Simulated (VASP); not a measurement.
# SnO (P4/nmm) in VASP: notebook, part 2 of 2

VASP 6.6.1. The steps go on from the part before.

## (4) Single point, PBE+D3(BJ)

This run uses another cell than the first one, of the same volume but with other edges.

Contents of INCAR:

```
SYSTEM = SnO
ALGO = Normal
EDIFF = 1E-6
ENCUT = 520
GGA = PE
ISIF = 2
ISMEAR = 0
IVDW = 12
LASPH = .True.
LCHARG = .False.
LREAL = .False.
LWAVE = .False.
NBANDS = 28
NELM = 80
PREC = Accurate
SIGMA = 0.15
```

Contents of KPOINTS:

```
k-points
0
Gamma
  14 14 12
  0 0 0
```

Contents of POSCAR:

```
SnO
1.0
    3.7171076306      0.0000000000      0.0000000000
    0.0000000000      3.7171076306      0.0000000000
    0.0000000000      0.0000000000      5.0745361119
Sn O
2 2
Direct
    0.0000000000      0.5000000000      0.2432421493
    0.5000000000      0.0000000000      0.7567578507
    0.0000000000      0.0000000000      0.0000000000
    0.5000000000      0.5000000000      0.0000000000
```

Potentials or basis: VASP PAW PBE potentials, release 64 (Sn_d, O).

Run with:

```sh
$ cat potpaw_PBE.64/Sn_d/POTCAR potpaw_PBE.64/O/POTCAR > POTCAR
$ mpirun -np 1 vasp_std > vasp.out
```

OUTCAR:

```text
SYSTEM = SnO
   EDIFF = 1E-6
   ENCUT = 520
   GGA = PE
   ISIF = 2
   ISMEAR = 0
   IVDW = 12
   LASPH = .True.
   LREAL = .False.
   NELM = 80
   PREC = Accurate
 IVDW          = 12

 ion  position               nearest neighbor table
   1  0.000  0.500  0.243-   3 2.23   4 2.23   3 2.23   4 2.23   2 3.61   2 3.61   2 3.61   2 3.61
                             2 3.70   2 3.70   2 3.70   2 3.70
   2  0.500  0.000  0.757-   3 2.23   4 2.23   4 2.23   3 2.23   1 3.61   1 3.61   1 3.61   1 3.61
                             1 3.70   1 3.70   1 3.70   1 3.70
   3  0.000  0.000  0.000-   1 2.23   2 2.23   1 2.23   2 2.23
   4  0.500  0.500  0.000-   1 2.23   2 2.23   2 2.23   1 2.23

  LATTYP: Found a simple tetragonal cell.
 ALAT       =     3.7171076306
 C/A-ratio  =     1.3651840668

  Lattice vectors:

 A1 = (   3.7171076306,   0.0000000000,   0.0000000000)
 A2 = (   0.0000000000,   3.7171076306,   0.0000000000)
 A3 = (   0.0000000000,   0.0000000000,   5.0745361119)

Analysis of symmetry for initial positions (statically):
=====================================================================
 Subroutine PRICEL returns:
 Original cell was already a primitive cell.

 Routine SETGRP: Setting up the symmetry group for a
 simple tetragonal supercell.

 Subroutine GETGRP returns: Found 16 space group operations
 (whereof  8 operations were pure point group operations)
 out of a pool of 16 trial point group operations.

The static configuration has the point symmetry D_2d.
 The point group associated with its full space group is D_4h.

Analysis of symmetry for dynamics (positions and initial velocities):
=====================================================================
 Subroutine PRICEL returns:
 Original cell was already a primitive cell.

 Routine SETGRP: Setting up the symmetry group for a
 simple tetragonal supercell.

 Subroutine GETGRP returns: Found 16 space group operations
 (whereof  8 operations were pure point group operations)
 out of a pool of 16 trial point group operations.

[... 126 lines left out ...]
  volume/ion in A,a.u.               =      17.53       118.29
  Fermi-wavevector in a.u.,A,eV,Ry     =   1.357769  2.565812 25.082847  1.843537
  Thomas-Fermi vector in A             =   2.484659
   LORBIT       =      0    0 simple, 1 ext, 2 COOP (PROOUT), +10 PAW based schemes
   GGA     = PE    functional components
   LHFCALC =     F    Hartree Fock is set to
   AEXX    =    0.0000 exact exchange contribution
   IVDW    =    12    specifies the selected vdW correction
   LEPSILON=     F    determine dielectric tensor
   LRPA    =     F    only Hartree local field effects (RPA)
 non-spin polarized calculation
 Gauss-broadening in eV      SIGMA  =   0.15
  energy-cutoff  :      520.00
  volume of cell :       70.11
 maximum number of plane-waves:      1912
 NGX is ok and might be reduce to    28

 number of electron      40.0000007 magnetization

 Free energy of the ion-electron system (eV)
  ---------------------------------------------------
  ext. energy  EPLUGINS =         0.00000000
  ---------------------------------------------------
  free energy    TOTEN  =       -22.58447137 eV

  energy without entropy =      -22.58156345  energy(sigma->0) =      -22.58301741

 E-fermi :   7.3032     XC(G=0): -10.2572

 val. band max:        7.3018127906   @ k =   0.0000   0.0000   0.0833
 cond. band min:       7.3632013903   @ k =   0.5000   0.4286   0.0833
 fundamental gap:      0.0613885998
 Fermi energy:         7.3031588555

 k-point     1 :       0.0000    0.0000    0.0000
  band No.  band energies     occupation
      1     -14.8172      2.00000
      2     -14.4631      2.00000
      3     -14.4170      2.00000
      4     -14.4170      2.00000
      5     -14.3951      2.00000
      6     -14.3629      2.00000
[... 733 lines left out ...]
     27      14.9180      0.00000
     28      15.7195      0.00000

 [... further k-points ...]

------------------------ aborting loop because EDIFF is reached ----------------------------------------

 Edisp (eV)   -0.93922

 E8    (eV) :    -0.4072

  FORCE on cell =-STRESS in cart. coord.  units (eV):
  Direction    XX          YY          ZZ          XY          YZ          ZX
  --------------------------------------------------------------------------------------
  -------------------------------------------------------------------------------------
  Total       1.74453     1.74453    -1.74627     0.00000    -0.00000     0.00000
  in kB      39.86412    39.86412   -39.90386     0.00000    -0.00000     0.00000
  external pressure =       13.27 kB  Pullay stress =        0.00 kB

 VOLUME and BASIS-vectors are now :
 -----------------------------------------------------------------------------
  energy-cutoff  :      520.00
  volume of cell :       70.11
      direct lattice vectors                 reciprocal lattice vectors
     3.717107631  0.000000000  0.000000000     0.269026377  0.000000000  0.000000000
     0.000000000  3.717107631  0.000000000     0.000000000  0.269026377  0.000000000
     0.000000000  0.000000000  5.074536112     0.000000000  0.000000000  0.197062348

 POSITION                                       TOTAL-FORCE (eV/Angst)
 -----------------------------------------------------------------------------------
      0.00000      1.85855      1.23434        -0.000000      0.000000     -0.469487
      1.85855      0.00000      3.84020         0.000000     -0.000000      0.469487
      0.00000      0.00000      0.00000        -0.000000      0.000000      0.000000
      1.85855      1.85855      0.00000        -0.000000     -0.000000      0.000000
 -----------------------------------------------------------------------------------
    total drift:                                0.000000      0.000000      0.000000

  FREE ENERGIE OF THE ION-ELECTRON SYSTEM (eV)
  ---------------------------------------------------
  free  energy   TOTEN  =       -23.5236920193 eV

  energy  without entropy=      -23.5207841007  energy(sigma->0) =      -23.52223806
```

OSZICAR:

```text
N       E                     dE             d eps       ncg     rms          rms(c)
DAV:   1     0.418303198695E+03    0.41830E+03   -0.19881E+04 14568   0.218E+03
DAV:   2     0.370723214187E+02   -0.38123E+03   -0.36592E+03 14624   0.541E+02
DAV:   3    -0.234878546667E+02   -0.60560E+02   -0.59295E+02 16148   0.180E+02
DAV:   4    -0.263573891150E+02   -0.28695E+01   -0.28557E+01 15932   0.420E+01
DAV:   5    -0.264255840852E+02   -0.68195E-01   -0.68187E-01 15628   0.699E+00    0.118E+01
DAV:   6    -0.226038577875E+02    0.38217E+01   -0.16929E+01 22812   0.458E+01    0.495E+00
DAV:   7    -0.226067421538E+02   -0.28844E-02   -0.21213E+00 16584   0.867E+00    0.250E+00
DAV:   8    -0.225909833223E+02    0.15759E-01   -0.27699E-01 17532   0.353E+00    0.803E-01
DAV:   9    -0.225835783414E+02    0.74050E-02   -0.44427E-02 22644   0.221E+00    0.227E-01
DAV:  10    -0.225849556908E+02   -0.13773E-02   -0.80221E-03 18756   0.827E-01    0.162E-01
DAV:  11    -0.225844312185E+02    0.52447E-03   -0.22408E-03 21132   0.439E-01    0.208E-02
DAV:  12    -0.225844795508E+02   -0.48332E-04   -0.38282E-04 14768   0.108E-01    0.334E-02
DAV:  13    -0.225844725507E+02    0.70000E-05   -0.24059E-05 18736   0.423E-02    0.106E-02
DAV:  14    -0.225844713647E+02    0.11861E-05   -0.52007E-06 16900   0.141E-02    0.236E-03
DAV:  15    -0.225844713716E+02   -0.69231E-08   -0.23974E-07  7824   0.446E-03
   1 F= -.23523692E+02 E0= -.23522238E+02  d E =-.290792E-02
```

Run time: 9.7 min. Hardware: 1 thread of Intel Xeon 8259CL, shared host; peak memory 0.49 GiB.

Results:

- Free energy: -23.5237 eV
- Pressure: 1.3 GPa
- Largest force: 0.469 eV/Å
- Band gap on the k mesh: zero (bands 20 and 21 overlap by 0.38 eV)
- Dispersion energy per atom: -0.235 eV

Forces on the atoms (eV/Å):
```
Sn   0.000  0.000 -0.469
Sn   0.000  0.000  0.469
O    0.000  0.000  0.000
O    0.000  0.000  0.000
```

Caveat: semilocal functionals underestimate gaps, so a narrow gap can read as zero; spin-orbit coupling is left out, which moves the levels of the heavy elements.

## (5) The runs side by side

| potentials or basis | cell | cutoff (eV) | gap on the mesh (eV) | pressure (GPa) | largest force (eV/Å) |
| --- | --- | --- | --- | --- | --- |
| VASP PAW PBE potentials, release 64 (Sn_d, O_h) | a = 3.945, b = 3.945, c = 4.505 Å, 4 atoms | 910 | 0.40 | -1.1 | 0.33 |
| VASP PAW PBE potentials, release 64 (Sn_d, O) | a = 3.611, b = 3.611, c = 5.378 Å, 4 atoms | 520 | none | 2.2 | 1.29 |
| VASP PAW PBE potentials, release 64 (Sn_d, O) | a = 3.717, b = 3.717, c = 5.075 Å, 4 atoms | 520 | none | 1.3 | 0.47 |

Alike in all rows: task single point; level PBE+D3(BJ); no spin polarisation; k mesh 14 × 14 × 12; smearing gaussian 0.15 eV.

Caveats: spin-orbit coupling is left out, which moves the levels of the heavy elements; semilocal functionals underestimate gaps, so a narrow gap can read as zero (at least some runs); the cutoff is under 1.25 times the usual one of these potentials, so pressure, stress and relaxed cells hold a basis-set (Pulay) error (at least some runs); forces of over 1 eV/Å act on the atoms, so gaps and moduli don't describe the material at rest (at least some runs).

Absolute energies hang on the potentials; compare differences alone.
